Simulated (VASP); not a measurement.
CdF2: electric field gradients with RPBE

CdF2:

```
CELL_PARAMETERS angstrom
0.00000 2.69400 2.69400
2.69400 0.00000 2.69400
2.69400 2.69400 0.00000
ATOMIC_POSITIONS crystal
Cd 0.00000 0.00000 0.00000
F 0.25000 0.25000 0.25000
F 0.75000 0.75000 0.75000
```

```yaml
Program: VASP 6.6.1
Task: electric field gradients
Functional: RPBE
Potentials_or_basis: VASP PAW PBE potentials, release 64 (Cd, F)
Cutoff: 520 eV
k_mesh: 6 × 6 × 6
Occupations: fermi-dirac, width 0.03 eV
Spin: no spin polarisation
Dipole_correction: no
Further_INCAR_settings: ALGO = Normal; EDIFF = 1e-08; NBANDS = 20
```

| Item | Value |
| --- | --- |
| Pressure | 11.0 GPa |
| Band gap on the k mesh | 3.29 eV (least direct gap 3.78 eV) |
| Largest electric field gradient by atom | under 0.05 V/Å² on every atom |

Levels at points of the mesh, in eV from the valence-band top:
```
           k point  band 10  band 11  band 12  band 13  band 14  band 15  band 16  band 17
(0.00, 0.00, 0.00)    -0.94    -0.49    -0.49    -0.49     3.29    12.95    12.95    12.95
(0.50, 0.00, 0.00)    -1.79    -1.79    -0.38    -0.38     7.32     9.47    14.71    14.71
(0.50, 0.50, 0.00)    -2.89    -0.47    -0.07    -0.07     8.15     9.88    12.34    14.52
```

Wall time 17 s on 1 thread of AMD EPYC 7R43 64-Core Processor (Zen 3), on a shared host, peak memory 0.12 GiB.

Caveat: the cell stands under pressure; the PAW data sets were made with another functional, which shifts forces and pressure a little. A k mesh can miss the band edges.
